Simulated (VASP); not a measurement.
# CeO2 (Fm-3m) in VASP: single point with HSE06

Aim: the single point of CeO2 with HSE06.

Program: VASP 6.6.1. These are calculated values, not measurements. Logs are shortened: lines on timing, memory, paths and dates and some standing lists are left out, and cuts for length are marked.

## Step 1: The cell of the first run

The structure is cubic, space group Fm-3m (No. 225). Conventional cell: a = 5.410 Å, b = 5.410 Å, c = 5.410 Å, α = 90.00°, β = 90.00°, γ = 90.00°. Within 3.1 Å of Ce (site symmetry m-3m) lie 8 O at 2.34 Å. O (site symmetry -43m) has 4 Ce at 2.34 Å and 6 O at 2.70 Å within 3.1 Å.

## Step 2: Single point, HSE06

Input file POSCAR:

```
CeO2
1.0
    0.0000000000      2.7048609279      2.7048609279
    2.7048609279      0.0000000000      2.7048609279
    2.7048609279      2.7048609279      0.0000000000
Ce O
1 2
Direct
    0.0000000000      0.0000000000      0.0000000000
    0.2500000000      0.2500000000      0.2500000000
    0.7500000000      0.7500000000      0.7500000000
```

Input file INCAR.step1:

```
SYSTEM = CeO2
ALGO = Normal
EDIFF = 1E-5
ENCUT = 520
GGA = PE
ISIF = 2
ISMEAR = 0
LASPH = .TRUE.
LREAL = .FALSE.
LWAVE = .TRUE.
NBANDS = 19
NELM = 60
PREC = Accurate
SIGMA = 0.05
```

Input file INCAR.step2:

```
SYSTEM = CeO2
ALGO = Normal
EDIFF = 1E-7
ENCUT = 520
GGA = PE
HFSCREEN = 0.2079
ISIF = 2
ISMEAR = 0
ISTART = 1
LASPH = .TRUE.
LCHARG = .TRUE.
LELF = .TRUE.
LHFCALC = .TRUE.
LREAL = .FALSE.
LVHAR = .TRUE.
LWAVE = .FALSE.
NBANDS = 19
NELM = 60
PREC = Accurate
PRECFOCK = Normal
SIGMA = 0.05
```

Input file KPOINTS:

```
k-points
0
G
  4 4 4
  0 0 0
```

Potentials or basis: VASP PAW PBE potentials, release 64 (Ce, O).

Launch:

```sh
cat potpaw_PBE.64/Ce/POTCAR potpaw_PBE.64/O/POTCAR > POTCAR
cp INCAR.step1 INCAR
mpirun -np 1 vasp_std > vasp.out
cp INCAR.step2 INCAR
mpirun -np 1 vasp_std > vasp.out
```

OUTCAR:

```text
SYSTEM = CeO2
   EDIFF = 1E-7
   ENCUT = 520
   GGA = PE
   HFSCREEN = 0.2079
   ISIF = 2
   ISMEAR = 0
   ISTART = 1
   LASPH = .TRUE.
   LHFCALC = .TRUE.
   LREAL = .FALSE.
   NELM = 60
   PREC = Accurate
   PRECFOCK = Normal

 ion  position               nearest neighbor table
   1  0.000  0.000  0.000-   3 2.34   3 2.34   3 2.34   2 2.34   3 2.34   2 2.34   2 2.34   2 2.34

   2  0.250  0.250  0.250-   1 2.34   1 2.34   1 2.34   1 2.34
   3  0.750  0.750  0.750-   1 2.34   1 2.34   1 2.34   1 2.34

  LATTYP: Found a face centered cubic cell.
 ALAT       =     5.4097218558

  Lattice vectors:

 A1 = (   0.0000000000,   2.7048609279,   2.7048609279)
 A2 = (   2.7048609279,   0.0000000000,   2.7048609279)
 A3 = (   2.7048609279,   2.7048609279,   0.0000000000)

Analysis of symmetry for initial positions (statically):
=====================================================================
 Subroutine PRICEL returns:
 Original cell was already a primitive cell.

 Routine SETGRP: Setting up the symmetry group for a
 face centered cubic supercell.

 Subroutine GETGRP returns: Found 48 space group operations
 (whereof 48 operations were pure point group operations)
 out of a pool of 48 trial point group operations.

The static configuration has the point symmetry O_h .

Analysis of symmetry for dynamics (positions and initial velocities):
=====================================================================
 Subroutine PRICEL returns:
 Original cell was already a primitive cell.

 Routine SETGRP: Setting up the symmetry group for a
 face centered cubic supercell.

 Subroutine GETGRP returns: Found 48 space group operations
 (whereof 48 operations were pure point group operations)
 out of a pool of 48 trial point group operations.

The dynamic configuration has the point symmetry O_h .

 Subroutine INISYM returns: Found 48 space group operations
 (whereof 48 operations are pure point group operations),
 and found     1 'primitive' translations

----------------------------------------------------------------------------------------

                                     Primitive cell

  volume of cell :      39.5790

  direct lattice vectors                    reciprocal lattice vectors
     0.000000000  2.704860928  2.704860928    -0.184852387  0.184852387  0.184852387
     2.704860928  0.000000000  2.704860928     0.184852387 -0.184852387  0.184852387
     2.704860928  2.704860928  0.000000000     0.184852387  0.184852387 -0.184852387

  length of vectors
     3.825251009  3.825251009  3.825251009     0.320173727  0.320173727  0.320173727

  position of ions in fractional coordinates (direct lattice)
     0.000000000  0.000000000  0.000000000
     0.250000000  0.250000000  0.250000000
     0.750000000  0.750000000  0.750000000

  ion indices of the primitive-cell ions
   primitive index   ion index
                 1           1
                 2           2
                 3           3

----------------------------------------------------------------------------------------

 KPOINTS: k-points

Automatic generation of k-mesh.
 Grid dimensions read from file:
 generate k-points for:    4    4    4

 Generating k-lattice:

  Cartesian coordinates                     Fractional coordinates (reciprocal lattice)
    -0.046213097  0.046213097  0.046213097     0.250000000  0.000000000  0.000000000
     0.046213097 -0.046213097  0.046213097     0.000000000  0.250000000  0.000000000
     0.046213097  0.046213097 -0.046213097     0.000000000  0.000000000  0.250000000

  Length of vectors
     0.080043432  0.080043432  0.080043432

  Shift w.r.t. Gamma in fractional coordinates (k-lattice)
     0.000000000  0.000000000  0.000000000

 Subroutine IBZKPT returns following result:
 ===========================================

 Found      8 irreducible k-points:

 Following reciprocal coordinates:
            Coordinates               Weight
  0.000000  0.000000  0.000000      1.000000
  0.250000  0.000000  0.000000      8.000000
  0.500000  0.000000  0.000000      4.000000
  0.250000  0.250000  0.000000      6.000000
  0.500000  0.250000  0.000000     24.000000
 -0.250000  0.250000  0.000000     12.000000
  0.500000  0.500000  0.000000      3.000000
 -0.250000  0.500000  0.250000      6.000000
   k-points           NKPTS =      8   k-points in BZ     NKDIM =     64   number of bands    NBANDS=     19
   number of dos      NEDOS =    301   number of ions     NIONS =      3
   total plane-waves  NPLWV =  21952
   dimension x,y,z NGX =    28 NGY =   28 NGZ =   28
   dimension x,y,z NGXF=    56 NGYF=   56 NGZF=   56
   ions per type =               1   2
   NGX,Y,Z   is equivalent  to a cutoff of  12.17, 12.17, 12.17 a.u.
   NGXF,Y,Z  is equivalent  to a cutoff of  24.34, 24.34, 24.34 a.u.
 SYSTEM =  CeO2
   PREC   = accura    normal or accurate (medium, high low for compatibility)
   ISTART =      1    job   : 0-new  1-cont  2-samecut
   ICHARG =      0    charge: 1-file 2-atom 10-const
   ISPIN  =      1    spin polarized calculation?
   LNONCOLLINEAR =      F non collinear calculations
   LSORBIT =      F    spin-orbit coupling
   LASPH  =      T    aspherical Exc in radial PAW
   ENCUT  =  520.0 eV  38.22 Ry    6.18 a.u.   7.11  7.11  7.11*2*pi/ulx,y,z
   NELM   =     60;   NELMIN=  2; NELMDL=  0     # of ELM steps
   EDIFF  = 0.1E-06   stopping-criterion for ELM
   LREAL  =      F    real-space projection
   EDIFFG = 0.1E-05   stopping-criterion for IOM
   NSW    =      0    number of steps for IOM
   IBRION =     -1    ionic relax: 0-MD 1-quasi-New 2-CG
   NFREE  =      0    steps in history (QN), initial steepest desc. (CG)
   ISIF   =      2    stress and relaxation
   ISYM   =      3    0-nonsym 1-usesym 2-fastsym
   POTIM  = 0.5000    time-step for ionic-motion
   TEBEG  =    0.0;   TEEND  =   0.0 temperature during run
   PSTRESS=    0.0 pullay stress
   NELECT =      24.0000    total number of electrons
   NUPDOWN=      -1.0000    fix difference up-down
   EMIN   =  10.00;   EMAX   =-10.00  energy-range for DOS
   EFERMI =   0.00;   METHOD = LEGACY
   ISMEAR =     0;   SIGMA  =   0.05  broadening in eV -4-tet -1-fermi 0-gaus
   EFERMI_NEDOS =   21; number of points for ismear=-14 and -15
   IALGO  =     38    algorithm
   IMIX   =      1    mixing-type and parameters
     AMIX     =   0.40;   BMIX     =  1.00
     AMIX_MAG =   1.60;   BMIX_MAG =  1.00
  volume/ion in A,a.u.               =      13.19        89.03
  Fermi-wavevector in a.u.,A,eV,Ry     =   1.385661  2.618519 26.123951  1.920056
  Thomas-Fermi vector in A             =   2.510050
   LORBIT       =      0    0 simple, 1 ext, 2 COOP (PROOUT), +10 PAW based schemes
   GGA     = PE    functional components
   LHFCALC =     T    Hartree Fock is set to
   PRECFOCK=normal    Normal, Fast or Accurate (Low or Medium for compatibility)
   ENCUT4O =  -1.0   cutoff for four orbital integrals eV
   NKREDX  =     1    reduce k-point grid by
   NKREDY  =     1    reduce k-point grid by
   NKREDZ  =     1    reduce k-point grid by
   AEXX    =    0.2500 exact exchange contribution
   HFSCREEN=    0.2079 screening length (either q_TF or 0.3 A-1)
   HFSCREENC=   0.2079 screening length for correlation (either q_TF or 0.3 A-1)
   ENCUTFOCK=  -1.0 apply spherical cutoff to Coloumb kernel
   IVDW    =     0    specifies the selected vdW correction
   LEPSILON=     F    determine dielectric tensor
   LRPA    =     F    only Hartree local field effects (RPA)
 non-spin polarized calculation
 Gauss-broadening in eV      SIGMA  =   0.05
  energy-cutoff  :      520.00
  volume of cell :       39.58
 maximum number of plane-waves:      1090
  NGX = 24; NGY = 24; NGZ = 24

 number of electron      23.9999995 magnetization

 Free energy of the ion-electron system (eV)
  ---------------------------------------------------
  ext. energy  EPLUGINS =         0.00000000
  ---------------------------------------------------
  free energy    TOTEN  =       -32.18460094 eV

  energy without entropy =      -32.18460094  energy(sigma->0) =      -32.18460094

 E-fermi :   4.8116     XC(G=0):  -9.3161

 val. band max:        4.5330672867   @ k =  -0.2500   0.2500   0.0000
 cond. band min:       8.0813210146   @ k =   0.5000   0.0000   0.0000
 fundamental gap:      3.5482537279
 Fermi energy:         4.8115803539

 k-point     1 :       0.0000    0.0000    0.0000
  band No.  band energies     occupation
      1     -30.8168      2.00000
      2     -13.4615      2.00000
      3     -12.4106      2.00000
      4     -11.6179      2.00000
      5     -11.6179      2.00000
      6     -11.6179      2.00000
[... 11 lines left out ...]
     18       9.1617      0.00000
     19       9.1617      0.00000

 k-point     2 :       0.2500    0.0000    0.0000
  band No.  band energies     occupation
      1     -30.7101      2.00000
      2     -14.8823      2.00000
      3     -12.8804      2.00000
      4     -11.7509      2.00000
      5     -11.7509      2.00000
      6     -10.0402      2.00000
[... 11 lines left out ...]
     18       8.9838      0.00000
     19       8.9838      0.00000

 k-point     3 :       0.5000    0.0000    0.0000
  band No.  band energies     occupation
      1     -30.5993      2.00000
      2     -15.7387      2.00000
      3     -13.2930      2.00000
      4     -11.8773      2.00000
      5     -11.8773      2.00000
      6      -8.9702      2.00000
[... 11 lines left out ...]
     18       9.0424      0.00000
     19       9.0424      0.00000

 k-point     4 :       0.2500    0.2500    0.0000
  band No.  band energies     occupation
      1     -30.6743      2.00000
      2     -15.1550      2.00000
      3     -12.8485      2.00000
      4     -11.9527      2.00000
      5     -11.9527      2.00000
      6      -9.5906      2.00000
[... 11 lines left out ...]
     18       8.8972      0.00000
     19       8.8972      0.00000

 k-point     5 :       0.5000    0.2500    0.0000
  band No.  band energies     occupation
      1     -30.5631      2.00000
      2     -15.6098      2.00000
      3     -14.2831      2.00000
      4     -12.0740      2.00000
      5     -10.8796      2.00000
      6      -9.1217      2.00000
[... 11 lines left out ...]
     18       8.8625      0.00000
     19       9.0225      0.00000

 k-point     6 :      -0.2500    0.2500    0.0000
  band No.  band energies     occupation
      1     -30.6002      2.00000
      2     -15.2509      2.00000
      3     -14.4457      2.00000
      4     -11.8808      2.00000
      5     -10.3776      2.00000
      6      -9.8706      2.00000
[... 11 lines left out ...]
     18       8.7862      0.00000
     19       8.9196      0.00000

 k-point     7 :       0.5000    0.5000    0.0000
  band No.  band energies     occupation
      1     -30.5263      2.00000
      2     -16.0928      2.00000
      3     -13.2329      2.00000
      4     -12.2589      2.00000
      5     -12.2589      2.00000
      6      -8.2300      2.00000
[... 11 lines left out ...]
     18       8.8892      0.00000
     19       9.2545      0.00000

 k-point     8 :      -0.2500    0.5000    0.2500
  band No.  band energies     occupation
      1     -30.5256      2.00000
      2     -15.2162      2.00000
      3     -15.2162      2.00000
      4     -12.2870      2.00000
      5      -9.7062      2.00000
      6      -9.7062      2.00000
[... 11 lines left out ...]
     18       8.7339      0.00000
     19       9.1969      0.00000

------------------------ aborting loop because EDIFF is reached ----------------------------------------

  FORCE on cell =-STRESS in cart. coord.  units (eV):
  Direction    XX          YY          ZZ          XY          YZ          ZX
  --------------------------------------------------------------------------------------
  -------------------------------------------------------------------------------------
  Total       -0.4240106     -0.4240106     -0.4240106      0.0000000      0.0000000     -0.0000000
  in kB      -17.1641585    -17.1641585    -17.1641585      0.0000000      0.0000000     -0.0000000
  external PRESSURE =     -17.1641585 kB  Pullay stress =       0.0000000 kB

 VOLUME and BASIS-vectors are now :
 -----------------------------------------------------------------------------
  energy-cutoff  :      520.00
  volume of cell :       39.58
      direct lattice vectors                 reciprocal lattice vectors
     0.000000000  2.704860928  2.704860928    -0.184852387  0.184852387  0.184852387
     2.704860928  0.000000000  2.704860928     0.184852387 -0.184852387  0.184852387
     2.704860928  2.704860928  0.000000000     0.184852387  0.184852387 -0.184852387

 POSITION                                       TOTAL-FORCE (eV/Angst)
 -----------------------------------------------------------------------------------
      0.00000      0.00000      0.00000        -0.000000      0.000000     -0.000000
      1.35243      1.35243      1.35243         0.000000      0.000000      0.000000
      4.05729      4.05729      4.05729        -0.000000     -0.000000     -0.000000
 -----------------------------------------------------------------------------------
    total drift:                                0.000001     -0.000000     -0.000000

  FREE ENERGIE OF THE ION-ELECTRON SYSTEM (eV)
  ---------------------------------------------------
  free  energy   TOTEN  =       -32.1846009369 eV

  energy  without entropy=      -32.1846009369  energy(sigma->0) =      -32.18460094
```

It took 15 min on 1 thread of AMD EPYC 7R13 (Zen 3), shared host; peak memory 0.25 GiB.

Results:

| Property | Result |
| --- | --- |
| Free energy | -32.1846 eV |
| Pressure | -1.7 GPa |
| Band gap on the k mesh | 3.55 eV (least direct gap 3.73 eV) |

Levels at points of the mesh, in eV from the valence-band top:
```tsv
k point	band 8	band 9	band 10	band 11	band 12	band 13	band 14	band 15	band 16	band 17
(0.00, 0.00, 0.00)	-4.34	-4.34	-0.62	-0.62	-0.62	4.04	4.06	4.06	4.06	4.63
(0.50, 0.00, 0.00)	-3.35	-1.46	-1.37	-0.88	-0.88	3.55	3.85	3.85	4.07	4.40
(0.50, 0.50, 0.00)	-1.40	-1.40	-0.91	-0.91	-0.64	3.71	3.77	3.77	3.96	4.36
```

Caveat: the k points lie up to 0.50 Å⁻¹ apart; the PAW data sets were made with another functional, which shifts forces and pressure a little; spin-orbit coupling is left out, which moves the levels of the heavy elements.
